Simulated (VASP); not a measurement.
Write the native input for VASP 6.6.1 that does the following.

* Task: single point
* Functional: PBEsol
* Potentials or basis: VASP PAW PBE potentials, release 64 (Li_sv)
* Cutoff: 520 eV
* k mesh: 12 × 12 × 12
* Occupations: methfessel-paxton, width 0.05 eV
* Spin: no spin polarisation
* Dipole correction: no
* Further INCAR settings: ALGO = Normal; EDIFF = 1e-07; NBANDS = 8

The structure of Li lies in POSCAR:

```
Li
1.0
   -1.7309356065      1.7309356065      1.7309356065
    1.7309356065     -1.7309356065      1.7309356065
    1.7309356065      1.7309356065     -1.7309356065
Li
1
Direct
    0.0000000000      0.0000000000      0.0000000000
```

These files were run (other wordings do the same):

INCAR

```
SYSTEM = Li
ALGO = Normal
EDIFF = 1E-7
ENCUT = 520
GGA = PS
ISIF = 2
ISMEAR = 1
LASPH = .TRUE.
LCHARG = .TRUE.
LELF = .TRUE.
LREAL = .FALSE.
LVHAR = .TRUE.
LWAVE = .FALSE.
NBANDS = 8
NELM = 100
PREC = Accurate
SIGMA = 0.05
```

KPOINTS

```
k-points
0
G
  12 12 12
  0 0 0
```

Potentials or basis: VASP PAW PBE potentials, release 64 (Li_sv).

Command:

```bash
$ cat potpaw_PBE.64/Li_sv/POTCAR > POTCAR
$ mpirun -np 1 vasp_std > vasp.out
```

Run time: 5.2 s on 1 thread of Intel Xeon 6975P-C, with other jobs on the host, peak memory 0.13 GiB.
